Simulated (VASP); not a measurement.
Input of a VASP 6.6.1 run:

Contents of INCAR:

```
ALGO     = Normal         # electronic algorithm
EDIFF    = 1E-6           # SCF threshold, eV
ENCUT    = 520            # plane-wave cutoff, eV
GGA      = PE             # functional
ISIF     = 2              # what is computed and relaxed
ISMEAR   = 0              # smearing method
LASPH    = True           # aspherical terms in the spheres
LCHARG   = False          # write CHGCAR
LREAL    = False          # projectors in reciprocal space
LWAVE    = False          # write WAVECAR
NBANDS   = 28             # bands
NELM     = 60             # most SCF steps
PREC     = Accurate       # precision mode
SIGMA    = 0.02           # smearing width, eV
```

KPOINTS

```
k-points
0
Gamma
  8 8 8
```

The input POSCAR:

```
SrTiO3
1.0
    3.7721929677      0.0000000000      0.0000000000
    0.0000000000      3.7721929677      0.0000000000
    0.0000000000      0.0000000000      3.7721929677
Sr Ti O
1 1 3
Direct
    0.5000000000      0.5000000000      0.5000000000
    0.0000000000      0.0000000000      0.0000000000
    0.5000000000      0.0000000000      0.0000000000
    0.0000000000      0.5000000000      0.0000000000
    0.0000000000      0.0000000000      0.5000000000
```

Potentials or basis: VASP PAW PBE potentials, release 64 (Sr_sv, Ti_sv, O).

Launch:

```console
$ cat potpaw_PBE.64/Sr_sv/POTCAR potpaw_PBE.64/Ti_sv/POTCAR potpaw_PBE.64/O/POTCAR > POTCAR
$ mpirun -np 1 vasp_std > vasp.out
```

Question: What does it give for the band gap on the k mesh?

Answer: 2.04 eV (least direct gap 2.31 eV).

Question: Predict the pressure.

Answer: 29.7 GPa.

Caveat: the cell stands under pressure. A k mesh can miss the band edges.
